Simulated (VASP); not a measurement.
# AlN (P6_3/mmc) in VASP: notebook, part 2 of 2

VASP 6.6.1. The steps go on from the part before.

## Step 3: Single point, PBE (volume changed by +10%)

The input, INCAR:

```
SYSTEM = AlN
PREC = Accurate
ENCUT = 520
EDIFF = 1E-6
ISMEAR = 0
SIGMA = 0.01
LREAL = .FALSE.
LASPH = .TRUE.
NELM = 100
ALGO = Normal
ISIF = 2
LWAVE = .FALSE.
LCHARG = .FALSE.
GGA = PE
NBANDS = 16
```

The input, KPOINTS:

```
regular mesh
0
G
  6 6 4
  0 0 0
```

The input, POSCAR:

```
AlN
1.0
    2.9242979373      0.0000000000      0.0000000000
   -1.4621489686      2.5325163020      0.0000000000
    0.0000000000      0.0000000000      4.9972792248
Al N
2 2
Direct
    0.0000000000      0.0000000000      0.0000000000
    0.0000000000      0.0000000000      0.5000000000
    0.3333333333      0.6666666667      0.2500000000
    0.6666666667      0.3333333333      0.7500000000
```

Potentials or basis: VASP PAW PBE potentials, release 64 (Al, N).

Started as:

```bash
$ cat potpaw_PBE.64/Al/POTCAR potpaw_PBE.64/N/POTCAR > POTCAR
$ mpirun -np 1 vasp_std > vasp.out
```

OUTCAR:

```text
SYSTEM = AlN
   PREC = Accurate
   ENCUT = 520
   EDIFF = 1E-6
   ISMEAR = 0
   LREAL = .FALSE.
   LASPH = .TRUE.
   NELM = 100
   ISIF = 2
   GGA = PE

 ion  position               nearest neighbor table
   1  0.000  0.000  0.000-   3 2.10   4 2.10   4 2.10   3 2.10   4 2.10   3 2.10   2 2.50   2 2.50

   2  0.000  0.000  0.500-   3 2.10   4 2.10   4 2.10   3 2.10   4 2.10   3 2.10   1 2.50   1 2.50

   3  0.333  0.667  0.250-   1 2.10   2 2.10   1 2.10   2 2.10   1 2.10   2 2.10
   4  0.667  0.333  0.750-   1 2.10   2 2.10   1 2.10   2 2.10   1 2.10   2 2.10

  LATTYP: Found a hexagonal cell.
 ALAT       =     2.9242979373
 C/A-ratio  =     1.7088816981

  Lattice vectors:

 A1 = (   2.9242979373,   0.0000000000,   0.0000000000)
 A2 = (  -1.4621489686,   2.5325163020,   0.0000000000)
 A3 = (   0.0000000000,   0.0000000000,   4.9972792248)

Analysis of symmetry for initial positions (statically):
=====================================================================
 Subroutine PRICEL returns:
 Original cell was already a primitive cell.

 Routine SETGRP: Setting up the symmetry group for a
 hexagonal supercell.

 Subroutine GETGRP returns: Found 24 space group operations
 (whereof 12 operations were pure point group operations)
 out of a pool of 24 trial point group operations.

The static configuration has the point symmetry D_3d.
 The point group associated with its full space group is D_6h.

Analysis of symmetry for dynamics (positions and initial velocities):
=====================================================================
 Subroutine PRICEL returns:
 Original cell was already a primitive cell.

 Routine SETGRP: Setting up the symmetry group for a
 hexagonal supercell.

 Subroutine GETGRP returns: Found 24 space group operations
 (whereof 12 operations were pure point group operations)
 out of a pool of 24 trial point group operations.

The dynamic configuration has the point symmetry D_3d.
 The point group associated with its full space group is D_6h.

 Subroutine INISYM returns: Found 24 space group operations
 (whereof 12 operations are pure point group operations),
[... 119 lines left out ...]
  Thomas-Fermi vector in A             =   2.372430
   LORBIT       =      0    0 simple, 1 ext, 2 COOP (PROOUT), +10 PAW based schemes
   GGA     = PE    functional components
   LHFCALC =     F    Hartree Fock is set to
   AEXX    =    0.0000 exact exchange contribution
   IVDW    =     0    specifies the selected vdW correction
   LEPSILON=     F    determine dielectric tensor
   LRPA    =     F    only Hartree local field effects (RPA)
 non-spin polarized calculation
 Gauss-broadening in eV      SIGMA  =   0.01
  energy-cutoff  :      520.00
  volume of cell :       37.01
 maximum number of plane-waves:      1026
 NGX is ok and might be reduce to    24
   NGX = 11   NGY = 11   NGZ = 19

 number of electron      16.0000002 magnetization

 Free energy of the ion-electron system (eV)
  ---------------------------------------------------
  ext. energy  EPLUGINS =         0.00000000
  ---------------------------------------------------
  free energy    TOTEN  =       -28.32587735 eV

  energy without entropy =      -28.32587735  energy(sigma->0) =      -28.32587735

 E-fermi :   8.7011     XC(G=0): -11.7395

 val. band max:        8.6165754173   @ k =   0.0000   0.0000   0.0000
 cond. band min:      12.5028753079   @ k =   0.0000   0.0000   0.0000
 fundamental gap:      3.8862998905
 Fermi energy:         8.7011406957

 k-point     1 :       0.0000    0.0000    0.0000
  band No.  band energies     occupation
      1      -8.0682      2.00000
      2      -5.4743      2.00000
      3       0.6106      2.00000
      4       7.9060      2.00000
      5       7.9060      2.00000
      6       8.1088      2.00000
[... 376 lines left out ...]
      3       2.8219      2.00000
      4       2.8219      2.00000
      5       2.9060      2.00000
      6       2.9060      2.00000
[... 8 lines left out ...]
     15      20.1870      0.00000
     16      20.1870      0.00000

------------------------ aborting loop because EDIFF is reached ----------------------------------------

  FORCE on cell =-STRESS in cart. coord.  units (eV):
  Direction    XX          YY          ZZ          XY          YZ          ZX
  --------------------------------------------------------------------------------------
  -------------------------------------------------------------------------------------
  Total       -3.2786496     -3.2786496     -3.8197725     -0.0000000      0.0000000      0.0000000
  in kB     -141.9378122   -141.9378122   -165.3638571     -0.0000000      0.0000000      0.0000000
  external PRESSURE =    -149.7464938 kB  Pullay stress =       0.0000000 kB

 VOLUME and BASIS-vectors are now :
 -----------------------------------------------------------------------------
  energy-cutoff  :      520.00
  volume of cell :       37.01
      direct lattice vectors                 reciprocal lattice vectors
     2.924297937  0.000000000  0.000000000     0.341962420  0.197432095  0.000000000
    -1.462148969  2.532516302  0.000000000     0.000000000  0.394864191  0.000000000
     0.000000000  0.000000000  4.997279225     0.000000000  0.000000000  0.200108890

 POSITION                                       TOTAL-FORCE (eV/Angst)
 -----------------------------------------------------------------------------------
      0.00000      0.00000      0.00000         0.000000      0.000000      0.000000
      0.00000      0.00000      2.49864        -0.000000      0.000000      0.000000
     -0.00000      1.68834      1.24932        -0.000000      0.000000     -0.000000
      1.46215      0.84417      3.74796         0.000000     -0.000000      0.000000
 -----------------------------------------------------------------------------------
    total drift:                               -0.000000      0.000000     -0.000000

  FREE ENERGIE OF THE ION-ELECTRON SYSTEM (eV)
  ---------------------------------------------------
  free  energy   TOTEN  =       -28.3258773479 eV

  energy  without entropy=      -28.3258773479  energy(sigma->0) =      -28.32587735
```

stdout:

```text
POSCAR found type information on POSCAR AlN
 POSCAR found :  2 types and       4 ions
 scaLAPACK will be used
 LDA part: xc-table for (Slater+PW92), standard interpolation
 POSCAR, INCAR and KPOINTS ok, starting setup
 FFT: planning ... GRIDC
 FFT: planning ... GRID_SOFT
 FFT: planning ... GRID
 WAVECAR not read
 entering main loop
```

Run time: 5.6 s. Hardware: 1 thread of Intel Xeon Platinum 8559C (Emerald Rapids), shared host; peak memory 0.15 GiB.

Results:

```
Free energy            : -28.3259 eV
Pressure               : -15.0 GPa
Band gap on the k mesh : 3.89 eV, direct
```

 A k mesh can miss the band edges.
